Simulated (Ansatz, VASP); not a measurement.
**One calculation of Pt, two programs**

```xyz
3
Lattice="4.4281 0.0000 0.0000 -2.2141 3.8349 0.0000 0.0000 0.0000 2.6402" Properties=species:S:1:pos:R:3 pbc="T T T"
Pt    2.2141    3.8349    0.0000
Pt    0.0000    2.5566    1.3201
Pt    2.2141    1.2783    1.3201
```

Alike in both runs: task single point; functional revPBE; k mesh 9 × 9 × 13; occupations fermi-dirac, width 0.1 eV; no spin polarisation.

```csv
,VASP,Ansatz
version,VASP 6.6.1,Ansatz 0.2.0
potentials or method,"VASP PAW PBE potentials, release 64 (Pt), cutoff 520 eV","plane waves (420 eV) with PAW, scalar-relativistic"
valence electrons in the cell,30,54
```

```csv
,VASP,Ansatz,Ansatz less VASP
pressure (GPa),22.5,23.1,+0.65
"traceless stress, the component that is largest in VASP (GPa)",0.70,0.71,+0.006
```

VASP's potentials were made for PBE, not for revPBE. VASP's potentials hold 30 valence electrons a cell and Ansatz's 54, so a difference there can come from the potentials and not from the codes.

Spin-orbit coupling is off throughout.
